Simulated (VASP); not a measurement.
Crystal: VN2.

```
V N
1.0
    -2.15335    2.15335    2.48424
     2.15335   -2.15335    2.48424
     2.15335    2.15335   -2.48424
V N
2 4
Direct
  0.25000 0.25000 0.00000
  0.75000 0.75000 0.00000
  0.11357 0.61357 0.72715
  0.61357 0.88643 0.50000
  0.88643 0.38643 0.27285
  0.38643 0.11357 0.50000
```

- Program: VASP 6.6.1
- Task: relaxation of cell and atoms
- Functional: PBE
- Dispersion: D3(BJ)
- Potentials or basis: VASP PAW PBE potentials, release 64 (V_sv, N)
- Cutoff: 600 eV
- k mesh: 12 × 12 × 12
- Occupations: gaussian, width 0.1 eV
- Spin: no spin polarisation

At the start: pressure -7.2 GPa; volume 7.68 Å³/atom.

Q: Where does the relaxation end?

A: Over 7 steps the energy falls by 4.2 meV/atom and the volume is 7.50 Å³/atom (-2.3 %); space group I4/mcm (No. 140, to 0.1 Å) before and after.

The path:
```csv
step,energy change (eV),largest force (eV/Å),pressure (GPa),volume (Å³)
1,0.0000,0.0559,-7.24,46.08
2,0.0140,0.3182,10.26,43.80
3,-0.0238,0.1743,0.09,45.05
4,-0.0235,0.2025,-0.14,44.97
5,-0.0252,0.0093,-0.03,45.01
6,-0.0252,0.0057,-0.01,45.01
7,-0.0252,0.0013,-0.04,45.01
```

Final structure:
```xyz
6
Lattice="-2.1385 2.1385 2.4606 2.1385 -2.1385 2.4606 2.1385 2.1385 -2.4606" Properties=species:S:1:pos:R:3 pbc="T T T"
V     0.0000    0.0000    1.2303
V     0.0000    0.0000    3.6909
N     2.6274    0.4889    0.0000
N     1.6495    0.4889    2.4606
N    -0.4889    1.6495    2.4606
N     0.4889    1.6495    0.0000
```

Caveat: the run has no spin polarisation, though such a crystal can be magnetic.
